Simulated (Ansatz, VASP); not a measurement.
**Sn: VASP beside Ansatz**

```
CELL_PARAMETERS angstrom
-2.97883 2.97883 1.62035
2.97883 -2.97883 1.62035
2.97883 2.97883 -1.62035
ATOMIC_POSITIONS crystal
Sn 0.00000 0.00000 0.00000
Sn 0.75000 0.25000 0.50000
```

Change from the starting cell: volume scaled by 1.04.

Alike in both runs: task single point; functional LDA; k mesh 9 × 9 × 9; occupations fermi-dirac, width 0.05 eV; no spin polarisation.

```csv
,VASP,Ansatz
version,VASP 6.6.1,Ansatz 0.2.0
potentials or method,"VASP PAW LDA potentials, release 64 (Sn_d), cutoff 520 eV","all-electron LAPW, scalar-relativistic"
```

```csv
,VASP,Ansatz,Ansatz less VASP
gap on the k mesh at the Fermi level (eV),none,none,-
pressure (GPa),-4.5,-4.5,+0.04
"traceless stress, the component that is largest in VASP (GPa)",-0.14,-0.14,0.000
```

LDA's correlation is that of Perdew and Zunger in VASP and of Perdew and Wang (1992) in Ansatz. A gap of «none» marks a metal or a gap that the smearing closes. Ansatz ran all-electron here, and VASP with PAW potentials.
